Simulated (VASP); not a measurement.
Here is a VASP 6.6.1 calculation.

POSCAR

```
WS
1.0
   -1.7359421490      1.7359421490      2.4176390444
    1.7359421490     -1.7359421490      2.4176390444
    1.7359421490      1.7359421490     -2.4176390444
W S
1 1
Direct
    0.5000000000      0.5000000000      0.0000000000
    0.0000000000      0.0000000000      0.0000000000
```

File INCAR.step1:

```
PREC = Accurate ; ENCUT = 520
EDIFF = 1E-5 ; ISMEAR = -1
SIGMA = 0.05 ; LREAL = F
LASPH = T ; NELM = 100
ALGO = Normal ; ISIF = 2
LWAVE = T ; GGA = PE
NBANDS = 17
```

INCAR.step2

```
PREC = Accurate ; ENCUT = 520
EDIFF = 1E-7 ; ISMEAR = -1
SIGMA = 0.05 ; LREAL = F
LASPH = T ; NELM = 100
ALGO = Normal ; ISIF = 2
LWAVE = F ; LCHARG = T
GGA = PS ; LHFCALC = T
AEXX = 0.25 ; HFSCREEN = 0.207
PRECFOCK = Normal ; LELF = T
LVHAR = T ; ISTART = 1
NBANDS = 17
```

File KPOINTS:

```
regular mesh
0
Gamma
  5 5 5
```

Potentials or basis: VASP PAW PBE potentials, release 64 (W_sv, S).

Run with:

```sh
$ cat potpaw_PBE.64/W_sv/POTCAR potpaw_PBE.64/S/POTCAR > POTCAR
$ cp INCAR.step1 INCAR
$ mpirun -np 1 vasp_std > vasp.out
$ cp INCAR.step2 INCAR
$ mpirun -np 1 vasp_std > vasp.out
```

Q: What does it give for the band gap on the k mesh?

A: Zero (bands 10 and 11 overlap by 4.23 eV).

Q: Predict the pressure.

A: -0.2 GPa.

Stress tensor (GPa, compression positive):
```
-0.14  0.00  0.00
 0.00 -0.14  0.00
 0.00  0.00 -0.27
```

Caveat: the k points lie up to 0.45 Å⁻¹ apart, too coarse for converged energies and pressures of a metal; the PAW data sets were made with another functional, which shifts forces and pressure a little; spin-orbit coupling is left out, which moves the levels of the heavy elements.
